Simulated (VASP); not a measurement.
Here is a VASP 6.6.1 calculation.

The input INCAR:

```
SYSTEM = CuO
ALGO = Normal
EDIFF = 1E-6
ENCUT = 820
GGA = CA
GGA_COMPAT = .False.
ISIF = 2
ISMEAR = -1
LASPH = .True.
LCHARG = .False.
LREAL = .False.
LWAVE = .False.
NBANDS = 33
NELM = 120
PREC = Accurate
SIGMA = 0.05
```

KPOINTS

```
k-points
0
Gamma
  9 9 5
  0 0 0
```

The input POSCAR:

```
CuO
1.0
    1.9640597285     -2.1244444051      0.0000000000
    1.9640597285      2.1244444051      0.0000000000
    0.0000000000      0.0000000000      5.0862447552
Cu O
2 2
Direct
    0.5000000000      0.0000000000      0.0000000000
    0.0000000000      0.5000000000      0.5000000000
    0.5000000000      0.5000000000      0.2500000000
    0.5000000000      0.5000000000      0.7500000000
```

Potentials or basis: VASP PAW LDA potentials, release 64 (Cu_sv_GW, O).

The run is started by

```bash
$ cat potpaw_LDA.64/Cu_sv_GW/POTCAR potpaw_LDA.64/O/POTCAR > POTCAR
$ mpirun -np 1 vasp_std > vasp.out
```

**Question.** Estimate the band gap on the k mesh.

**Answer.** Zero (bands 25 and 26 overlap by 0.90 eV).

**Question.** Estimate the pressure.

**Answer.** -6.3 GPa.

Stress tensor (GPa, compression positive):
```
-5.00  0.00  0.00
 0.00 -6.67  0.00
 0.00  0.00 -7.19
```

Caveat: the cell stands under tension; semilocal functionals often make such compounds metallic where correlation or magnetic order opens a gap, which also shifts bond lengths. With open d or f shells a metallic result of LDA can be an artefact of self-interaction; +U or a hybrid may open a gap.
